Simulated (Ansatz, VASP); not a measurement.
# Two plane-wave programs on ZnS

INCAR

```
PREC     = Accurate       # precision mode
ENCUT    = 520            # plane-wave cutoff, eV
EDIFF    = 1E-6           # SCF threshold, eV
ISMEAR   = 0              # smearing method
SIGMA    = 0.05           # smearing width, eV
LREAL    = F              # projectors in reciprocal space
LASPH    = T              # aspherical terms in the spheres
NELM     = 80             # most SCF steps
ALGO     = Normal         # electronic algorithm
ISIF     = 2              # what is computed and relaxed
LWAVE    = F              # write WAVECAR
LCHARG   = T              # write CHGCAR
GGA      = PE             # functional
LELF     = T              # ELF
LVHAR    = T            
NBANDS   = 26             # bands
```

File KPOINTS:

```
regular mesh
0
Gamma
  12 12 6
```

POSCAR

```
ZnS
1.0
    4.1424317477      0.0000000000      0.0000000000
   -2.0712158738      3.5874511270      0.0000000000
    0.0000000000      0.0000000000      5.4337715215
Zn S
2 2
Direct
    0.3333333333      0.6666666667      0.0052197899
    0.6666666667      0.3333333333      0.5052197899
    0.3333333333      0.6666666667      0.3797802101
    0.6666666667      0.3333333333      0.8797802101
```

Input for Ansatz:

```yaml
crystal:
  lattice:
    - [4.1424317477, 0.0, 0.0]
    - [-2.0712158738, 3.587451127, 0.0]
    - [0.0, 0.0, 5.4337715215]
  atoms:
    - { symbol: Zn, position: [0.3333333333, 0.6666666667, 0.0052197899] }
    - { symbol: Zn, position: [0.6666666667, 0.3333333333, 0.5052197899] }
    - { symbol: S, position: [0.3333333333, 0.6666666667, 0.3797802101] }
    - { symbol: S, position: [0.6666666667, 0.3333333333, 0.8797802101] }
basis:
  ecutwfc: 420
kpoints:
  mp_grid: { grid: [12, 12, 6] }
hamiltonian:
  xc: pbe
scf:
  occupations: { method: gaussian, width: 0.05 }
output:
  forces: true
  stress: true
  eigenvalues: true
```

Alike in both runs: task single point; functional PBE; k mesh 12 × 12 × 6; occupations gaussian, width 0.05 eV; no spin polarisation.

|  | VASP | Ansatz |
| --- | --- | --- |
| version | VASP 6.6.1 | Ansatz 0.2.0 |
| potentials or method | VASP PAW PBE potentials, release 64 (Zn, S), cutoff 520 eV | scalar-relativistic, plane waves, PAW |
| valence electrons in the cell | 36 | 36 |

Ansatz gave:

| Property | Result |
| --- | --- |
| gap on the k mesh at the Fermi level (eV) | 1.70 |
| least direct gap on the mesh (eV) | 1.70 |
| pressure (GPa) | 7.2 |
| traceless stress, the component that is largest in VASP (GPa) | 26.33 |
| rms of the force components (eV/Å) | 1.823 |

Question: Estimate VASP's values.

Answer: gap on the k mesh at the Fermi level (eV): 1.69; least direct gap on the mesh (eV): 1.69; pressure (GPa): 7.3; traceless stress, the component that is largest in VASP (GPa): 26.41; rms of the force components (eV/Å): 1.831.

Atom by atom the forces differ by 0.008 eV/Å (rms over components).
